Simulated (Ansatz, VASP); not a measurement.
**In: VASP beside Ansatz**

```
CELL_PARAMETERS angstrom
3.09094 0.00000 0.00000
0.00000 3.09094 0.00000
0.00000 0.00000 3.09094
ATOMIC_POSITIONS crystal
In 0.00000 0.00000 0.00000
```

Alike in both runs: functional PBE; k mesh 10 × 10 × 10; occupations fermi-dirac, width 0.1 eV; no spin polarisation.

Ansatz relaxed the structure, and its values are those at the end. VASP's run is a single point on that final structure, the one shown.

|  | VASP | Ansatz |
| --- | --- | --- |
| version | VASP 6.6.1 | Ansatz 0.2.0 |
| potentials or method | VASP PAW PBE potentials, release 64 (In_d), cutoff 520 eV | plane waves (420 eV) with PAW, scalar-relativistic |
| valence electrons in the cell | 13 | 13 |

|  | VASP | Ansatz | Ansatz less VASP |
| --- | --- | --- | --- |
| pressure (GPa) | 0.0 | 0.0 | +0.04 |
